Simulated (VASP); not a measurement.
# GaP (F-43m) in VASP: single point with PBE

Aim: the single point of GaP with PBE.

Program: VASP 6.6.1. These are calculated values, not measurements. Logs are shortened: lines on timing, memory, paths and dates and some standing lists are left out, and cuts for length are marked.

## Step 1: The cell of the first run

It takes space group F-43m (No. 216, cubic). The conventional cell has a = 5.451 Å, b = 5.451 Å, c = 5.451 Å, α = 90.00°, β = 90.00°, γ = 90.00°. Ga (site symmetry -43m) has 4 P at 2.36 Å within 3.1 Å. P (site symmetry -43m) has 4 Ga at 2.36 Å within 3.1 Å.

## Step 2: Single point, PBE

File INCAR:

```
SYSTEM = GaP
ALGO = Normal
EDIFF = 1E-6
ENCUT = 520
GGA = PE
ISIF = 2
ISMEAR = 0
ISYM = 0
LASPH = .True.
LCHARG = .False.
LREAL = Auto
LWAVE = .False.
NBANDS = 86
NELM = 100
PREC = Accurate
SIGMA = 0.1
```

File KPOINTS:

```
Automatic mesh
0
Gamma
  2 2 2
  0.5 0.5 0.5
```

File POSCAR:

```
GaP
1.0
   -5.4505000000     -5.4505000000      0.0000000000
   -5.4505000000      0.0000000000     -5.4505000000
    0.0000000000     -5.4505000000     -5.4505000000
Ga P
8 8
Direct
    0.5000000000      0.5000000000      0.5000000000
    0.0000000000      0.5000000000      0.5000000000
    0.5000000000      0.0000000000      0.5000000000
    0.0000000000      0.0000000000      0.5000000000
    0.5000000000      0.5000000000      0.0000000000
    0.0000000000      0.5000000000      0.0000000000
    0.5000000000      0.0000000000      0.0000000000
    0.0000000000      0.0000000000      0.0000000000
    0.1250000000      0.1250000000      0.1250000000
    0.6250000000      0.1250000000      0.1250000000
    0.1250000000      0.6250000000      0.1250000000
    0.6250000000      0.6250000000      0.1250000000
    0.1250000000      0.1250000000      0.6250000000
    0.6250000000      0.1250000000      0.6250000000
    0.1250000000      0.6250000000      0.6250000000
    0.6250000000      0.6250000000      0.6250000000
```

Potentials or basis: VASP PAW PBE potentials, release 64 (Ga_d, P).

Launch:

```sh
$ cat potpaw_PBE.64/Ga_d/POTCAR potpaw_PBE.64/P/POTCAR > POTCAR
$ mpirun -np 1 vasp_std > vasp.out
```

OUTCAR:

```text
SYSTEM = GaP
   EDIFF = 1E-6
   ENCUT = 520
   GGA = PE
   ISIF = 2
   ISMEAR = 0
   ISYM = 0
   LASPH = .True.
   LREAL = Auto
   NELM = 100
   PREC = Accurate

 ion  position               nearest neighbor table
   1  0.500  0.500  0.500-  16 2.36  14 2.36  15 2.36  12 2.36
   2  0.000  0.500  0.500-  15 2.36  13 2.36  11 2.36  16 2.36
   3  0.500  0.000  0.500-  14 2.36  13 2.36  10 2.36  16 2.36
   4  0.000  0.000  0.500-  13 2.36   9 2.36  14 2.36  15 2.36
   5  0.500  0.500  0.000-  12 2.36  11 2.36  10 2.36  16 2.36
   6  0.000  0.500  0.000-  11 2.36   9 2.36  12 2.36  15 2.36
[... 8 lines left out ...]
  15  0.125  0.625  0.625-   2 2.36   1 2.36   4 2.36   6 2.36
  16  0.625  0.625  0.625-   1 2.36   2 2.36   3 2.36   5 2.36

IMPORTANT INFORMATION: All symmetrisations will be switched off!
NOSYMM: (Re-)initialisation of all symmetry stuff for point group C_1.

----------------------------------------------------------------------------------------

                                     Primitive cell

  volume of cell :     323.8464

  direct lattice vectors                    reciprocal lattice vectors
    -5.450500000 -5.450500000  0.000000000    -0.091734703 -0.091734703  0.091734703
    -5.450500000  0.000000000 -5.450500000    -0.091734703  0.091734703 -0.091734703
     0.000000000 -5.450500000 -5.450500000     0.091734703 -0.091734703 -0.091734703

  length of vectors
     7.708171022  7.708171022  7.708171022     0.158889167  0.158889167  0.158889167

  position of ions in fractional coordinates (direct lattice)
     0.500000000  0.500000000  0.500000000
     0.000000000  0.500000000  0.500000000
     0.500000000  0.000000000  0.500000000
     0.000000000  0.000000000  0.500000000
     0.500000000  0.500000000  0.000000000
     0.000000000  0.500000000  0.000000000
[... 8 lines left out ...]
     0.125000000  0.625000000  0.625000000
     0.625000000  0.625000000  0.625000000

  ion indices of the primitive-cell ions
   primitive index   ion index
                 1           1
                 2           2
                 3           3
                 4           4
                 5           5
                 6           6
[... 8 lines left out ...]
                15          15
                16          16

----------------------------------------------------------------------------------------

 KPOINTS: Automatic mesh

Automatic generation of k-mesh.
 Grid dimensions read from file:
 generate k-points for:    2    2    2

[... 59 lines left out ...]
   NFREE  =      0    steps in history (QN), initial steepest desc. (CG)
   ISIF   =      2    stress and relaxation
   ISYM   =      0    0-nonsym 1-usesym 2-fastsym
   POTIM  = 0.5000    time-step for ionic-motion
   TEBEG  =    0.0;   TEEND  =   0.0 temperature during run
   PSTRESS=    0.0 pullay stress
   NELECT =     144.0000    total number of electrons
   NUPDOWN=      -1.0000    fix difference up-down
   EMIN   =  10.00;   EMAX   =-10.00  energy-range for DOS
   EFERMI =   0.00;   METHOD = LEGACY
   ISMEAR =     0;   SIGMA  =   0.10  broadening in eV -4-tet -1-fermi 0-gaus
   EFERMI_NEDOS =   21; number of points for ismear=-14 and -15
   IALGO  =     38    algorithm
   IMIX   =      4    mixing-type and parameters
     AMIX     =   0.40;   BMIX     =  1.00
     AMIX_MAG =   1.60;   BMIX_MAG =  1.00
  volume/ion in A,a.u.               =      20.24       136.59
  Fermi-wavevector in a.u.,A,eV,Ry     =   1.249538  2.361284 21.243377  1.561344
  Thomas-Fermi vector in A             =   2.383574
   LORBIT       =      0    0 simple, 1 ext, 2 COOP (PROOUT), +10 PAW based schemes
   GGA     = PE    functional components
   LHFCALC =     F    Hartree Fock is set to
   AEXX    =    0.0000 exact exchange contribution
   IVDW    =     0    specifies the selected vdW correction
   LEPSILON=     F    determine dielectric tensor
   LRPA    =     F    only Hartree local field effects (RPA)
 non-spin polarized calculation
 Gauss-broadening in eV      SIGMA  =   0.10
  energy-cutoff  :      520.00
  volume of cell :      323.85
 maximum number of plane-waves:      8738
 NGX is ok and might be reduce to    60
   NGX = 29   NGY = 29   NGZ = 29

 number of electron     143.9999908 magnetization

 Free energy of the ion-electron system (eV)
  ---------------------------------------------------
  ext. energy  EPLUGINS =         0.00000000
  ---------------------------------------------------
  free energy    TOTEN  =       -72.94257260 eV

  energy without entropy =      -72.94257260  energy(sigma->0) =      -72.94257260

 E-fermi :   4.8892     XC(G=0):  -9.8329

 val. band max:        4.4226302796   @ k =   0.2500   0.2500   0.2500
 cond. band min:       6.4538486627   @ k =   0.2500   0.2500   0.2500
 fundamental gap:      2.0312183831
 Fermi energy:         4.8891883564

 k-point     1 :       0.2500    0.2500    0.2500
  band No.  band energies     occupation
      1     -10.0081      2.00000
      2     -10.0081      2.00000
      3     -10.0081      2.00000
      4      -9.9813      2.00000
      5      -9.9813      2.00000
      6      -9.9812      2.00000
[... 1381 lines left out ...]
     83       9.1028      0.00000
     84       9.1028      0.00000
 [bands above 84 left out]

------------------------ aborting loop because EDIFF is reached ----------------------------------------

  FORCE on cell =-STRESS in cart. coord.  units (eV):
  Direction    XX          YY          ZZ          XY          YZ          ZX
  --------------------------------------------------------------------------------------
  -------------------------------------------------------------------------------------
  Total        4.9188065      4.9188759      4.9188214      0.0000487      0.0000637      0.0000880
  in kB       24.3349967     24.3353402     24.3350704      0.0002410      0.0003151      0.0004355
  external PRESSURE =      24.3351358 kB  Pullay stress =       0.0000000 kB

 VOLUME and BASIS-vectors are now :
 -----------------------------------------------------------------------------
  energy-cutoff  :      520.00
  volume of cell :      323.85
      direct lattice vectors                 reciprocal lattice vectors
    -5.450500000 -5.450500000  0.000000000    -0.091734703 -0.091734703  0.091734703
    -5.450500000  0.000000000 -5.450500000    -0.091734703  0.091734703 -0.091734703
     0.000000000 -5.450500000 -5.450500000     0.091734703 -0.091734703 -0.091734703

 POSITION                                       TOTAL-FORCE (eV/Angst)
 -----------------------------------------------------------------------------------
     -5.45050     -5.45050     -5.45050        -0.000009     -0.000035     -0.000010
     -2.72525     -2.72525     -5.45050         0.000005     -0.000008     -0.000001
     -2.72525     -5.45050     -2.72525        -0.000005     -0.000011     -0.000008
      0.00000     -2.72525     -2.72525        -0.000009     -0.000017     -0.000026
     -5.45050     -2.72525     -2.72525        -0.000013     -0.000009      0.000010
     -2.72525      0.00000     -2.72525        -0.000019     -0.000015      0.000005
[... 8 lines left out ...]
     -4.08787     -4.08787     -6.81312         0.000019      0.000010     -0.000017
     -6.81312     -6.81312     -6.81312         0.000005     -0.000004     -0.000003
 -----------------------------------------------------------------------------------
    total drift:                                0.000067      0.000070     -0.000045

  FREE ENERGIE OF THE ION-ELECTRON SYSTEM (eV)
  ---------------------------------------------------
  free  energy   TOTEN  =       -72.9425726037 eV

  energy  without entropy=      -72.9425726037  energy(sigma->0) =      -72.94257260
```

Run time: 11 min. Hardware: 1 thread of Intel Xeon Platinum 8488C (Sapphire Rapids), shared host; peak memory 0.62 GiB.

Results:

* Free energy: -72.9426 eV
* Pressure: 2.4 GPa
* Band gap on the k mesh: 2.03 eV
